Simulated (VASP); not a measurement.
Write the native input for VASP 6.6.1 that does the following.

```yaml
Task: single point
Functional: PBEsol
Potentials_or_basis: VASP PAW PBE potentials, release 64 (Hg, S)
Cutoff: 500 eV
k_mesh: 8 × 8 × 8
Occupations: gaussian, width 0.05 eV
Spin: no spin polarisation
Dipole_correction: no
Further_INCAR_settings: ALGO = Normal; EDIFF = 1e-06; NBANDS = 16
```

The structure of HgS lies in POSCAR:

```
HgS
1.0
    0.0000000000      2.9574927290      2.9574927290
    2.9574927290      0.0000000000      2.9574927290
    2.9574927290      2.9574927290      0.0000000000
Hg S
1 1
Direct
    0.0000000000      0.0000000000      0.0000000000
    0.7500000000      0.7500000000      0.7500000000
```

This cell differs from its parent crystal: volume scaled by 1.02.

The input as run:

INCAR

```
ALGO = Normal
EDIFF = 1E-6
ENCUT = 500
GGA = PS
GGA_COMPAT = F
ISIF = 2
ISMEAR = 0
LASPH = T
LCHARG = F
LREAL = F
LWAVE = F
NBANDS = 16
NELM = 120
PREC = Accurate
SIGMA = 0.05
```

KPOINTS

```
k-points
0
Gamma
  8 8 8
```

Potentials or basis: VASP PAW PBE potentials, release 64 (Hg, S).

Command:

```sh
$ cat potpaw_PBE.64/Hg/POTCAR potpaw_PBE.64/S/POTCAR > POTCAR
$ mpirun -np 1 vasp_std > vasp.out
```

Results of the run:

```json
{
  "Pressure": "-0.8 GPa",
  "Band gap on the k mesh": "zero (filled and empty bands touch)"
}
```

Caveat: the PAW data sets were made with another functional, which shifts forces and pressure a little; spin-orbit coupling is left out, which moves the levels of the heavy elements.

Wall time 22 s on 1 thread of Intel Xeon 8259CL, on a shared host, peak memory 0.18 GiB.
